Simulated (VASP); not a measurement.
# AgI (F-43m) in VASP: a series of runs

The runs below take AgI through single point, with PBE, r2SCAN.

Everything below comes from runs of VASP 6.6.1. Logs are shortened: lines on timing, memory, paths and dates and some standing lists are left out, and cuts for length are marked.

## (1) The cell of the first run

It takes space group F-43m (No. 216, cubic). Conventional cell: a = 6.577 Å, b = 6.577 Å, c = 6.577 Å, α = 90.00°, β = 90.00°, γ = 90.00°. Within 3.8 Å of Ag (site symmetry -43m) lie 4 I at 2.85 Å. Within 3.8 Å of I (site symmetry -43m) lie 4 Ag at 2.85 Å.

## (2) Single point, PBE

Input file INCAR:

```
SYSTEM = AgI
ALGO = Normal ; EDIFF = 1E-6
ENCUT = 500 ; GGA = PE
GGA_COMPAT = .FALSE. ; ISIF = 2
ISMEAR = 0 ; LASPH = .TRUE.
LCHARG = .FALSE. ; LREAL = .FALSE.
LWAVE = .FALSE. ; NBANDS = 16
NELM = 120 ; PREC = Accurate
SIGMA = 0.01
```

Input file KPOINTS:

```
k-points
0
G
  6 6 6
  0 0 0
```

Input file POSCAR:

```
AgI
1.0
    0.0000000000      3.2886328091      3.2886328091
    3.2886328091      0.0000000000      3.2886328091
    3.2886328091      3.2886328091      0.0000000000
Ag I
1 1
Direct
    0.0000000000      0.0000000000      0.0000000000
    0.2500000000      0.2500000000      0.2500000000
```

Potentials or basis: VASP PAW PBE potentials, release 64 (Ag, I).

Command:

```sh
$ cat potpaw_PBE.64/Ag/POTCAR potpaw_PBE.64/I/POTCAR > POTCAR
$ mpirun -np 1 vasp_std > vasp.out
```

OUTCAR:

```text
SYSTEM = AgI
   EDIFF = 1E-6
   ENCUT = 500
   GGA = PE
   ISIF = 2
   ISMEAR = 0
   LASPH = .TRUE.
   LREAL = .FALSE.
   NELM = 120
   PREC = Accurate

 ion  position               nearest neighbor table
   1  0.000  0.000  0.000-   2 2.85   2 2.85   2 2.85   2 2.85
   2  0.250  0.250  0.250-   1 2.85   1 2.85   1 2.85   1 2.85

  LATTYP: Found a face centered cubic cell.
 ALAT       =     6.5772656182

  Lattice vectors:

 A1 = (   0.0000000000,   3.2886328091,   3.2886328091)
 A2 = (   3.2886328091,   0.0000000000,   3.2886328091)
 A3 = (   3.2886328091,   3.2886328091,   0.0000000000)

Analysis of symmetry for initial positions (statically):
=====================================================================
 Subroutine PRICEL returns:
 Original cell was already a primitive cell.

 Routine SETGRP: Setting up the symmetry group for a
 face centered cubic supercell.

 Subroutine GETGRP returns: Found 24 space group operations
 (whereof 24 operations were pure point group operations)
 out of a pool of 48 trial point group operations.

The static configuration has the point symmetry T_d .

Analysis of symmetry for dynamics (positions and initial velocities):
=====================================================================
 Subroutine PRICEL returns:
 Original cell was already a primitive cell.

 Routine SETGRP: Setting up the symmetry group for a
 face centered cubic supercell.

 Subroutine GETGRP returns: Found 24 space group operations
 (whereof 24 operations were pure point group operations)
 out of a pool of 48 trial point group operations.

The dynamic configuration has the point symmetry T_d .

 Subroutine INISYM returns: Found 24 space group operations
 (whereof 24 operations are pure point group operations),
 and found     1 'primitive' translations

----------------------------------------------------------------------------------------

                                     Primitive cell

  volume of cell :      71.1338

  direct lattice vectors                    reciprocal lattice vectors
     0.000000000  3.288632809  3.288632809    -0.152038865  0.152038865  0.152038865
     3.288632809  0.000000000  3.288632809     0.152038865 -0.152038865  0.152038865
     3.288632809  3.288632809  0.000000000     0.152038865  0.152038865 -0.152038865

  length of vectors
     4.650829120  4.650829120  4.650829120     0.263339039  0.263339039  0.263339039

  position of ions in fractional coordinates (direct lattice)
     0.000000000  0.000000000  0.000000000
     0.250000000  0.250000000  0.250000000

  ion indices of the primitive-cell ions
   primitive index   ion index
                 1           1
                 2           2

----------------------------------------------------------------------------------------

 KPOINTS: k-points

Automatic generation of k-mesh.
 Grid dimensions read from file:
 generate k-points for:    6    6    6

 Generating k-lattice:

  Cartesian coordinates                     Fractional coordinates (reciprocal lattice)
    -0.025339811  0.025339811  0.025339811     0.166666667  0.000000000  0.000000000
     0.025339811 -0.025339811  0.025339811     0.000000000  0.166666667  0.000000000
     0.025339811  0.025339811 -0.025339811     0.000000000  0.000000000  0.166666667

  Length of vectors
     0.043889840  0.043889840  0.043889840

  Shift w.r.t. Gamma in fractional coordinates (k-lattice)
     0.000000000  0.000000000  0.000000000

 Subroutine IBZKPT returns following result:
 ===========================================

 Found     16 irreducible k-points:

 Following reciprocal coordinates:
            Coordinates               Weight
  0.000000  0.000000  0.000000      1.000000
  0.166667  0.000000  0.000000      8.000000
  0.333333  0.000000  0.000000      8.000000
  0.500000  0.000000  0.000000      4.000000
  0.166667  0.166667  0.000000      6.000000
  0.333333  0.166667  0.000000     24.000000
[... 8 lines left out ...]
 -0.333333  0.333333  0.166667     24.000000
 -0.333333  0.500000  0.166667     12.000000
   k-points           NKPTS =     16   k-points in BZ     NKDIM =     16   number of bands    NBANDS=     16
   number of dos      NEDOS =    301   number of ions     NIONS =      2
   total plane-waves  NPLWV =  46656
   dimension x,y,z NGX =    36 NGY =   36 NGZ =   36
   dimension x,y,z NGXF=    72 NGYF=   72 NGZF=   72
   ions per type =               1   1
   NGX,Y,Z   is equivalent  to a cutoff of  12.87, 12.87, 12.87 a.u.
   NGXF,Y,Z  is equivalent  to a cutoff of  25.74, 25.74, 25.74 a.u.
 SYSTEM =  AgI
   PREC   = accura    normal or accurate (medium, high low for compatibility)
   ISTART =      0    job   : 0-new  1-cont  2-samecut
   ICHARG =      2    charge: 1-file 2-atom 10-const
   ISPIN  =      1    spin polarized calculation?
   LNONCOLLINEAR =      F non collinear calculations
   LSORBIT =      F    spin-orbit coupling
   LASPH  =      T    aspherical Exc in radial PAW
   ENCUT  =  500.0 eV  36.75 Ry    6.06 a.u.   8.48  8.48  8.48*2*pi/ulx,y,z
   NELM   =    120;   NELMIN=  2; NELMDL= -5     # of ELM steps
   EDIFF  = 0.1E-05   stopping-criterion for ELM
   LREAL  =      F    real-space projection
   EDIFFG = 0.1E-04   stopping-criterion for IOM
   NSW    =      0    number of steps for IOM
   IBRION =     -1    ionic relax: 0-MD 1-quasi-New 2-CG
   NFREE  =      0    steps in history (QN), initial steepest desc. (CG)
   ISIF   =      2    stress and relaxation
   ISYM   =      2    0-nonsym 1-usesym 2-fastsym
   POTIM  = 0.5000    time-step for ionic-motion
   TEBEG  =    0.0;   TEEND  =   0.0 temperature during run
   PSTRESS=    0.0 pullay stress
   NELECT =      18.0000    total number of electrons
   NUPDOWN=      -1.0000    fix difference up-down
   EMIN   =  10.00;   EMAX   =-10.00  energy-range for DOS
   EFERMI =   0.00;   METHOD = LEGACY
   ISMEAR =     0;   SIGMA  =   0.01  broadening in eV -4-tet -1-fermi 0-gaus
   EFERMI_NEDOS =   21; number of points for ismear=-14 and -15
   IALGO  =     38    algorithm
   IMIX   =      4    mixing-type and parameters
     AMIX     =   0.40;   BMIX     =  1.00
     AMIX_MAG =   1.60;   BMIX_MAG =  1.00
  volume/ion in A,a.u.               =      35.57       240.02
  Fermi-wavevector in a.u.,A,eV,Ry     =   1.035477  1.956767 14.588327  1.072212
  Thomas-Fermi vector in A             =   2.169822
   LORBIT       =      0    0 simple, 1 ext, 2 COOP (PROOUT), +10 PAW based schemes
   GGA     = PE    functional components
   LHFCALC =     F    Hartree Fock is set to
   AEXX    =    0.0000 exact exchange contribution
   IVDW    =     0    specifies the selected vdW correction
   LEPSILON=     F    determine dielectric tensor
   LRPA    =     F    only Hartree local field effects (RPA)
 non-spin polarized calculation
 Gauss-broadening in eV      SIGMA  =   0.01
  energy-cutoff  :      500.00
  volume of cell :       71.13
 maximum number of plane-waves:      1821
 NGX is ok and might be reduce to    36
   NGX = 17   NGY = 17   NGZ = 17

 number of electron      18.0000002 magnetization

 Free energy of the ion-electron system (eV)
  ---------------------------------------------------
  ext. energy  EPLUGINS =         0.00000000
  ---------------------------------------------------
  free energy    TOTEN  =        -4.78834306 eV

  energy without entropy =       -4.78834306  energy(sigma->0) =       -4.78834306

 E-fermi :   2.7975     XC(G=0):  -8.2542

 val. band max:        2.7162471859   @ k =   0.0000   0.0000   0.0000
 cond. band min:       4.0594258954   @ k =   0.0000   0.0000   0.0000
 fundamental gap:      1.3431787095
 Fermi energy:         2.7975294361

 k-point     1 :       0.0000    0.0000    0.0000
  band No.  band energies     occupation
      1      -9.8824      2.00000
      2      -1.2797      2.00000
      3      -1.2797      2.00000
      4      -1.2797      2.00000
      5      -0.1964      2.00000
      6      -0.1964      2.00000
[... 8 lines left out ...]
     15      12.7169      0.00000
     16      12.7169      0.00000

 k-point     2 :       0.1667    0.0000    0.0000
  band No.  band energies     occupation
      1      -9.8198      2.00000
      2      -1.3079      2.00000
      3      -1.2364      2.00000
      4      -1.2364      2.00000
      5      -0.2007      2.00000
      6      -0.2007      2.00000
[... 8 lines left out ...]
     15      12.0081      0.00000
     16      12.3819      0.00000

 k-point     3 :       0.3333    0.0000    0.0000
  band No.  band energies     occupation
      1      -9.6895      2.00000
      2      -1.2832      2.00000
      3      -1.1539      2.00000
      4      -1.1539      2.00000
      5      -0.1891      2.00000
      6      -0.1891      2.00000
[... 8 lines left out ...]
     15      12.3259      0.00000
     16      12.3259      0.00000

 k-point     4 :       0.5000    0.0000    0.0000
  band No.  band energies     occupation
      1      -9.6217      2.00000
      2      -1.1761      2.00000
      3      -1.1164      2.00000
      4      -1.1164      2.00000
      5      -0.1689      2.00000
      6      -0.1689      2.00000
[... 8 lines left out ...]
     15      13.5193      0.00000
     16      13.5193      0.00000
[... 172 lines left out ...]
 k-point    14 :       0.5000    0.3333    0.1667
  band No.  band energies     occupation
      1      -9.6025      2.00000
      2      -1.3204      2.00000
      3      -1.0559      2.00000
      4      -0.9571      2.00000
      5      -0.2039      2.00000
      6      -0.1622      2.00000
[... 8 lines left out ...]
     15      13.7413      0.00000
     16      14.2372      0.00000

 k-point    15 :      -0.3333    0.3333    0.1667
  band No.  band energies     occupation
      1      -9.5573      2.00000
      2      -1.1867      2.00000
      3      -1.0644      2.00000
      4      -0.8431      2.00000
      5      -0.2534      2.00000
      6      -0.1209      2.00000
[... 8 lines left out ...]
     15      13.5727      0.00000
     16      14.2070      0.00000

 k-point    16 :      -0.3333    0.5000    0.1667
  band No.  band energies     occupation
      1      -9.5354      2.00000
      2      -1.3360      2.00000
      3      -0.9055      2.00000
      4      -0.8068      2.00000
      5      -0.2027      2.00000
      6       0.0310      2.00000
[... 8 lines left out ...]
     15      14.1030      0.00000
     16      14.3454      0.00000

------------------------ aborting loop because EDIFF is reached ----------------------------------------

  FORCE on cell =-STRESS in cart. coord.  units (eV):
  Direction    XX          YY          ZZ          XY          YZ          ZX
  --------------------------------------------------------------------------------------
  -------------------------------------------------------------------------------------
  Total        0.2684434      0.2684434      0.2684434     -0.0000000     -0.0000000     -0.0000000
  in kB        6.0462658      6.0462658      6.0462658     -0.0000000     -0.0000000     -0.0000000
  external PRESSURE =       6.0462658 kB  Pullay stress =       0.0000000 kB

 VOLUME and BASIS-vectors are now :
 -----------------------------------------------------------------------------
  energy-cutoff  :      500.00
  volume of cell :       71.13
      direct lattice vectors                 reciprocal lattice vectors
     0.000000000  3.288632809  3.288632809    -0.152038865  0.152038865  0.152038865
     3.288632809  0.000000000  3.288632809     0.152038865 -0.152038865  0.152038865
     3.288632809  3.288632809  0.000000000     0.152038865  0.152038865 -0.152038865

 POSITION                                       TOTAL-FORCE (eV/Angst)
 -----------------------------------------------------------------------------------
      0.00000      0.00000      0.00000        -0.000000     -0.000000      0.000000
      1.64432      1.64432      1.64432         0.000000      0.000000     -0.000000
 -----------------------------------------------------------------------------------
    total drift:                               -0.000000     -0.000000     -0.000000

  FREE ENERGIE OF THE ION-ELECTRON SYSTEM (eV)
  ---------------------------------------------------
  free  energy   TOTEN  =        -4.7883430646 eV

  energy  without entropy=       -4.7883430646  energy(sigma->0) =       -4.78834306
```

Run time: 23 s. Hardware: 1 thread of Intel Xeon 8259CL, shared host; peak memory 0.21 GiB.

Results:

```
Free energy            : -4.7883 eV
Pressure               : 0.6 GPa
Band gap on the k mesh : 1.34 eV, direct
```

Levels at points of the mesh, in eV from the valence-band top:
```tsv
k point	band 7	band 8	band 9	band 10	band 11	band 12
(0.00, 0.00, 0.00)	0.00	0.00	0.00	1.34	5.82	5.82
(0.50, 0.00, 0.00)	-2.78	-0.67	-0.67	2.78	6.28	6.28
(0.50, 0.50, 0.00)	-2.46	-1.66	-1.66	3.72	3.86	8.38
```

Caveat: spin-orbit coupling is left out, which moves the levels of the heavy elements.

## (3) Single point, r2SCAN

POSCAR is that of step 2.

Input file INCAR.step1:

```
PREC = Accurate ; ENCUT = 550
ISMEAR = 0 ; SIGMA = 0.01
LREAL = False ; LASPH = True
NELM = 120 ; NBANDS = 16
GGA = PE ; ALGO = Normal
EDIFF = 1E-5 ; LWAVE = True
LCHARG = False ; GGA_COMPAT = False
```

Input file INCAR.step2:

```
PREC = Accurate ; ENCUT = 550
EDIFF = 1E-6 ; ISMEAR = 0
SIGMA = 0.01 ; LREAL = False
LASPH = True ; NELM = 120
ALGO = Normal ; ISIF = 2
LWAVE = False ; LCHARG = False
METAGGA = R2SCAN ; LMIXTAU = True
NBANDS = 16 ; ISTART = 1
GGA_COMPAT = False
```

Input file KPOINTS:

```
regular mesh
0
Gamma
  6 6 6
```

Potentials or basis: VASP PAW PBE potentials, release 64 (Ag, I).

Command:

```sh
$ cat potpaw_PBE.64/Ag/POTCAR potpaw_PBE.64/I/POTCAR > POTCAR
$ cp INCAR.step1 INCAR
$ mpirun -np 1 vasp_std > vasp.out
$ cp INCAR.step2 INCAR
$ mpirun -np 1 vasp_std > vasp.out
```

Run time: 2.6 min. Hardware: 1 thread of Intel Xeon 8259CL, shared host; peak memory 0.23 GiB.

Results (log left out):

| Item | Value |
| --- | --- |
| Free energy | -46.5252 eV |
| Pressure | -0.1 GPa |
| Band gap on the k mesh | 1.79 eV, direct |

Levels at points of the mesh, in eV from the valence-band top:
| k point | band 7 | band 8 | band 9 | band 10 | band 11 | band 12 |
| --- | --- | --- | --- | --- | --- | --- |
| (0.00, 0.00, 0.00) | 0.00 | 0.00 | 0.00 | 1.79 | 6.31 | 6.31 |
| (0.50, 0.00, 0.00) | -2.80 | -0.68 | -0.68 | 3.22 | 6.71 | 6.71 |
| (0.50, 0.50, 0.00) | -2.46 | -1.70 | -1.70 | 3.98 | 4.23 | 8.85 |

Caveat: the PAW data sets were made with another functional, which shifts forces and pressure a little; spin-orbit coupling is left out, which moves the levels of the heavy elements. r2SCAN opens gaps a little over a GGA but as a rule still falls short of measured ones.
